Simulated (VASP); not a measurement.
# LiBr (Fm-3m) in VASP: notebook

The runs below take LiBr through single point, with PBE.

All numbers are computed with VASP 6.6.1; they aren't measurements. Logs are shortened: lines on timing, memory, paths and dates and some standing lists are left out, and cuts for length are marked.

## 1. The cell of the first run

It takes space group Fm-3m (No. 225, cubic). Conventional cell: a = 5.386 Å, b = 5.386 Å, c = 5.386 Å, α = 90.00°, β = 90.00°, γ = 90.00°. Within 3.6 Å of Li (site symmetry m-3m) lie 6 Br at 2.69 Å. Within 3.6 Å of Br (site symmetry m-3m) lie 6 Li at 2.69 Å.

## 2. Single point, PBE (volume changed by -5%)

Contents of INCAR:

```
SYSTEM = LiBr
  PREC = Accurate
  ENCUT = 750
  EDIFF = 1E-6
  ISMEAR = 0
  SIGMA = 0.01
  LREAL = .False.
  LASPH = .True.
  NELM = 120
  ALGO = Normal
  ISIF = 2
  LWAVE = .False.
  LCHARG = .True.
  GGA = PE
  LELF = .True.
  LVHAR = .True.
  NBANDS = 12
  GGA_COMPAT = .False.
```

Contents of KPOINTS:

```
regular mesh
0
Gamma
  6 6 6
  0 0 0
```

Contents of POSCAR:

```
LiBr
1.0
    0.0000000000      2.6931065861      2.6931065861
    2.6931065861      0.0000000000      2.6931065861
    2.6931065861      2.6931065861      0.0000000000
Li Br
1 1
Direct
    0.0000000000      0.0000000000      0.0000000000
    0.5000000000      0.5000000000      0.5000000000
```

Potentials or basis: VASP PAW PBE potentials, release 64 (Li_sv, Br).

The run is started by

```bash
$ cat potpaw_PBE.64/Li_sv/POTCAR potpaw_PBE.64/Br/POTCAR > POTCAR
$ mpirun -np 1 vasp_std > vasp.out
```

OUTCAR:

```text
SYSTEM = LiBr
   PREC = Accurate
   ENCUT = 750
   EDIFF = 1E-6
   ISMEAR = 0
   LREAL = .False.
   LASPH = .True.
   NELM = 120
   ISIF = 2
   GGA = PE

 ion  position               nearest neighbor table
   1  0.000  0.000  0.000-   2 2.69   2 2.69   2 2.69   2 2.69   2 2.69   2 2.69
   2  0.500  0.500  0.500-   1 2.69   1 2.69   1 2.69   1 2.69   1 2.69   1 2.69

  LATTYP: Found a face centered cubic cell.
 ALAT       =     5.3862131722

  Lattice vectors:

 A1 = (   0.0000000000,   2.6931065861,   2.6931065861)
 A2 = (   2.6931065861,   0.0000000000,   2.6931065861)
 A3 = (   2.6931065861,   2.6931065861,   0.0000000000)

Analysis of symmetry for initial positions (statically):
=====================================================================
 Subroutine PRICEL returns:
 Original cell was already a primitive cell.

 Routine SETGRP: Setting up the symmetry group for a
 face centered cubic supercell.

 Subroutine GETGRP returns: Found 48 space group operations
 (whereof 48 operations were pure point group operations)
 out of a pool of 48 trial point group operations.

The static configuration has the point symmetry O_h .

Analysis of symmetry for dynamics (positions and initial velocities):
=====================================================================
 Subroutine PRICEL returns:
 Original cell was already a primitive cell.

 Routine SETGRP: Setting up the symmetry group for a
 face centered cubic supercell.

 Subroutine GETGRP returns: Found 48 space group operations
 (whereof 48 operations were pure point group operations)
 out of a pool of 48 trial point group operations.

The dynamic configuration has the point symmetry O_h .

 Subroutine INISYM returns: Found 48 space group operations
 (whereof 48 operations are pure point group operations),
 and found     1 'primitive' translations

----------------------------------------------------------------------------------------

                                     Primitive cell

  volume of cell :      39.0653

  direct lattice vectors                    reciprocal lattice vectors
     0.000000000  2.693106586  2.693106586    -0.185659195  0.185659195  0.185659195
     2.693106586  0.000000000  2.693106586     0.185659195 -0.185659195  0.185659195
     2.693106586  2.693106586  0.000000000     0.185659195  0.185659195 -0.185659195

  length of vectors
     3.808627859  3.808627859  3.808627859     0.321571158  0.321571158  0.321571158

  position of ions in fractional coordinates (direct lattice)
     0.000000000  0.000000000  0.000000000
     0.500000000  0.500000000  0.500000000

  ion indices of the primitive-cell ions
   primitive index   ion index
                 1           1
                 2           2

----------------------------------------------------------------------------------------

 KPOINTS: regular mesh

Automatic generation of k-mesh.
 Grid dimensions read from file:
 generate k-points for:    6    6    6

 Generating k-lattice:

  Cartesian coordinates                     Fractional coordinates (reciprocal lattice)
    -0.030943199  0.030943199  0.030943199     0.166666667  0.000000000  0.000000000
     0.030943199 -0.030943199  0.030943199     0.000000000  0.166666667  0.000000000
     0.030943199  0.030943199 -0.030943199     0.000000000  0.000000000  0.166666667

  Length of vectors
     0.053595193  0.053595193  0.053595193

  Shift w.r.t. Gamma in fractional coordinates (k-lattice)
     0.000000000  0.000000000  0.000000000

 Subroutine IBZKPT returns following result:
 ===========================================

 Found     16 irreducible k-points:

 Following reciprocal coordinates:
            Coordinates               Weight
  0.000000  0.000000  0.000000      1.000000
  0.166667  0.000000  0.000000      8.000000
  0.333333  0.000000  0.000000      8.000000
  0.500000  0.000000  0.000000      4.000000
  0.166667  0.166667  0.000000      6.000000
  0.333333  0.166667  0.000000     24.000000
[... 8 lines left out ...]
 -0.333333  0.333333  0.166667     24.000000
 -0.333333  0.500000  0.166667     12.000000
   k-points           NKPTS =     16   k-points in BZ     NKDIM =     16   number of bands    NBANDS=     12
   number of dos      NEDOS =    301   number of ions     NIONS =      2
   total plane-waves  NPLWV =  46656
   dimension x,y,z NGX =    36 NGY =   36 NGZ =   36
   dimension x,y,z NGXF=    72 NGYF=   72 NGZF=   72
   ions per type =               1   1
   NGX,Y,Z   is equivalent  to a cutoff of  15.71, 15.71, 15.71 a.u.
   NGXF,Y,Z  is equivalent  to a cutoff of  31.43, 31.43, 31.43 a.u.
 SYSTEM =  LiBr
   PREC   = accura    normal or accurate (medium, high low for compatibility)
   ISTART =      0    job   : 0-new  1-cont  2-samecut
   ICHARG =      2    charge: 1-file 2-atom 10-const
   ISPIN  =      1    spin polarized calculation?
   LNONCOLLINEAR =      F non collinear calculations
   LSORBIT =      F    spin-orbit coupling
   LASPH  =      T    aspherical Exc in radial PAW
   ENCUT  =  750.0 eV  55.12 Ry    7.42 a.u.   8.50  8.50  8.50*2*pi/ulx,y,z
   NELM   =    120;   NELMIN=  2; NELMDL= -5     # of ELM steps
   EDIFF  = 0.1E-05   stopping-criterion for ELM
   LREAL  =      F    real-space projection
   EDIFFG = 0.1E-04   stopping-criterion for IOM
   NSW    =      0    number of steps for IOM
   IBRION =     -1    ionic relax: 0-MD 1-quasi-New 2-CG
   NFREE  =      0    steps in history (QN), initial steepest desc. (CG)
   ISIF   =      2    stress and relaxation
   ISYM   =      2    0-nonsym 1-usesym 2-fastsym
   POTIM  = 0.5000    time-step for ionic-motion
   TEBEG  =    0.0;   TEEND  =   0.0 temperature during run
   PSTRESS=    0.0 pullay stress
   NELECT =      10.0000    total number of electrons
   NUPDOWN=      -1.0000    fix difference up-down
   EMIN   =  10.00;   EMAX   =-10.00  energy-range for DOS
   EFERMI =   0.00;   METHOD = LEGACY
   ISMEAR =     0;   SIGMA  =   0.01  broadening in eV -4-tet -1-fermi 0-gaus
   EFERMI_NEDOS =   21; number of points for ismear=-14 and -15
   IALGO  =     38    algorithm
   IMIX   =      4    mixing-type and parameters
     AMIX     =   0.40;   BMIX     =  1.00
     AMIX_MAG =   1.60;   BMIX_MAG =  1.00
  volume/ion in A,a.u.               =      19.53       131.81
  Fermi-wavevector in a.u.,A,eV,Ry     =   1.039468  1.964310 14.701021  1.080495
  Thomas-Fermi vector in A             =   2.174000
   LORBIT       =      0    0 simple, 1 ext, 2 COOP (PROOUT), +10 PAW based schemes
   GGA     = PE    functional components
   LHFCALC =     F    Hartree Fock is set to
   AEXX    =    0.0000 exact exchange contribution
   IVDW    =     0    specifies the selected vdW correction
   LEPSILON=     F    determine dielectric tensor
   LRPA    =     F    only Hartree local field effects (RPA)
 non-spin polarized calculation
 Gauss-broadening in eV      SIGMA  =   0.01
  energy-cutoff  :      750.00
  volume of cell :       39.07
 maximum number of plane-waves:      1853
 NGX is ok and might be reduce to    36
   NGX = 17   NGY = 17   NGZ = 17

 number of electron      10.0000001 magnetization

 Free energy of the ion-electron system (eV)
  ---------------------------------------------------
  ext. energy  EPLUGINS =         0.00000000
  ---------------------------------------------------
  free energy    TOTEN  =        -6.62467473 eV

  energy without entropy =       -6.62467473  energy(sigma->0) =       -6.62467473

 E-fermi :   0.8771     XC(G=0):  -8.6917

 val. band max:        0.7720109155   @ k =   0.0000   0.0000   0.0000
 cond. band min:       6.0040828508   @ k =   0.0000   0.0000   0.0000
 fundamental gap:      5.2320719354
 Fermi energy:         0.8771042461

 k-point     1 :       0.0000    0.0000    0.0000
  band No.  band energies     occupation
      1     -43.5387      2.00000
      2     -12.8869      2.00000
      3       0.7720      2.00000
      4       0.7720      2.00000
      5       0.7720      2.00000
      6       6.0041      0.00000
      7      11.3177      0.00000
      8      11.3177      0.00000
      9      11.3177      0.00000
     10      13.2933      0.00000
     11      13.2933      0.00000
     12      13.2933      0.00000

 k-point     2 :       0.1667    0.0000    0.0000
  band No.  band energies     occupation
      1     -43.5383      2.00000
      2     -12.7603      2.00000
      3      -0.2525      2.00000
      4       0.6920      2.00000
      5       0.6920      2.00000
      6       6.7711      0.00000
      7      10.4572      0.00000
      8      10.8257      0.00000
      9      10.8257      0.00000
     10      12.4666      0.00000
     11      12.4666      0.00000
     12      13.7844      0.00000

 k-point     3 :       0.3333    0.0000    0.0000
  band No.  band energies     occupation
      1     -43.5376      2.00000
      2     -12.4849      2.00000
      3      -1.7537      2.00000
      4       0.5466      2.00000
      5       0.5466      2.00000
      6       6.7266      0.00000
      7       9.4036      0.00000
      8       9.4036      0.00000
      9      11.7378      0.00000
     10      14.3498      0.00000
     11      14.4300      0.00000
     12      14.4300      0.00000
[... 166 lines left out ...]
 k-point    15 :      -0.3333    0.3333    0.1667
  band No.  band energies     occupation
      1     -43.5369      2.00000
      2     -12.1688      2.00000
      3      -1.8874      2.00000
      4      -1.1901      2.00000
      5      -0.1555      2.00000
      6       8.5535      0.00000
      7       8.7929      0.00000
      8      10.6676      0.00000
      9      11.1571      0.00000
     10      14.2652      0.00000
     11      15.1473      0.00000
     12      18.1189      0.00000

 k-point    16 :      -0.3333    0.5000    0.1667
  band No.  band energies     occupation
      1     -43.5368      2.00000
      2     -12.1091      2.00000
      3      -2.0329      2.00000
      4      -1.1060      2.00000
      5      -0.4901      2.00000
      6       8.0569      0.00000
      7       9.1181      0.00000
      8      10.7871      0.00000
      9      11.6637      0.00000
     10      14.2951      0.00000
     11      16.4220      0.00000
     12      18.6177      0.00000

------------------------ aborting loop because EDIFF is reached ----------------------------------------

  FORCE on cell =-STRESS in cart. coord.  units (eV):
  Direction    XX          YY          ZZ          XY          YZ          ZX
  --------------------------------------------------------------------------------------
  -------------------------------------------------------------------------------------
  Total        0.4879267      0.4879267      0.4879267     -0.0000000      0.0000000     -0.0000000
  in kB       20.0112659     20.0112659     20.0112659     -0.0000000      0.0000000     -0.0000000
  external PRESSURE =      20.0112659 kB  Pullay stress =       0.0000000 kB

 VOLUME and BASIS-vectors are now :
 -----------------------------------------------------------------------------
  energy-cutoff  :      750.00
  volume of cell :       39.07
      direct lattice vectors                 reciprocal lattice vectors
     0.000000000  2.693106586  2.693106586    -0.185659195  0.185659195  0.185659195
     2.693106586  0.000000000  2.693106586     0.185659195 -0.185659195  0.185659195
     2.693106586  2.693106586  0.000000000     0.185659195  0.185659195 -0.185659195

 POSITION                                       TOTAL-FORCE (eV/Angst)
 -----------------------------------------------------------------------------------
      0.00000      0.00000      0.00000         0.000000     -0.000000     -0.000000
      2.69311      2.69311      2.69311        -0.000000      0.000000      0.000000
 -----------------------------------------------------------------------------------
    total drift:                                0.000000      0.000000      0.000000

  FREE ENERGIE OF THE ION-ELECTRON SYSTEM (eV)
  ---------------------------------------------------
  free  energy   TOTEN  =        -6.6246747255 eV

  energy  without entropy=       -6.6246747255  energy(sigma->0) =       -6.62467473
```

Wall time 18 s (1 thread of Intel Xeon Platinum 8488C (Sapphire Rapids), shared host); peak memory 0.19 GiB.

Results:

```
Free energy            : -6.6247 eV
Pressure               : 2.0 GPa
Band gap on the k mesh : 5.23 eV, direct
```

Levels at points of the mesh, in eV from the valence-band top:
```
           k point  band 1  band 2  band 3  band 4  band 5  band 6  band 7  band 8  band 9  band 10
(0.00, 0.00, 0.00)  -44.31  -13.66    0.00    0.00    0.00    5.23   10.55   10.55   10.55    12.52
(0.50, 0.00, 0.00)  -44.31  -13.11   -3.16   -0.29   -0.29    5.65    8.11    8.11   12.41    14.32
(0.50, 0.50, 0.00)  -44.31  -12.88   -3.18   -1.27   -1.27    6.34    7.00   12.16   12.86    12.86
```

 A k mesh can miss the band edges.

## 3. Single point, PBE (volume changed by +5%)

Contents of INCAR:

```
PREC = Accurate
ENCUT = 750
EDIFF = 1E-6
ISMEAR = 0
SIGMA = 0.01
LREAL = False
LASPH = True
NELM = 120
ALGO = Normal
ISIF = 2
LWAVE = False
LCHARG = False
GGA = PE
NBANDS = 12
GGA_COMPAT = False
```

Contents of KPOINTS:

```
Automatic mesh
0
Gamma
  6 6 6
```

Contents of POSCAR:

```
LiBr
1.0
    0.0000000000      2.7844672010      2.7844672010
    2.7844672010      0.0000000000      2.7844672010
    2.7844672010      2.7844672010      0.0000000000
Li Br
1 1
Direct
    0.0000000000      0.0000000000      0.0000000000
    0.5000000000      0.5000000000      0.5000000000
```

Potentials or basis: VASP PAW PBE potentials, release 64 (Li_sv, Br).

The run is started by

```bash
$ cat potpaw_PBE.64/Li_sv/POTCAR potpaw_PBE.64/Br/POTCAR > POTCAR
$ mpirun -np 1 vasp_std > vasp.out
```

It took 14 s on 1 thread of Intel Xeon Platinum 8488C (Sapphire Rapids), shared host; peak memory 0.2 GiB.

The run converged. Its results:

* Free energy: -6.6379 eV
* Pressure: -0.8 GPa
* Band gap on the k mesh: 4.79 eV, direct

Levels at points of the mesh, in eV from the valence-band top:
```tsv
k point	band 1	band 2	band 3	band 4	band 5	band 6	band 7	band 8	band 9	band 10
(0.00, 0.00, 0.00)	-44.46	-13.31	0.00	0.00	0.00	4.79	10.47	10.47	10.47	12.08
(0.50, 0.00, 0.00)	-44.46	-12.88	-2.72	-0.25	-0.25	5.61	8.09	8.09	11.39	13.87
(0.50, 0.50, 0.00)	-44.46	-12.71	-2.71	-1.07	-1.07	6.19	7.17	11.32	12.19	12.19
```
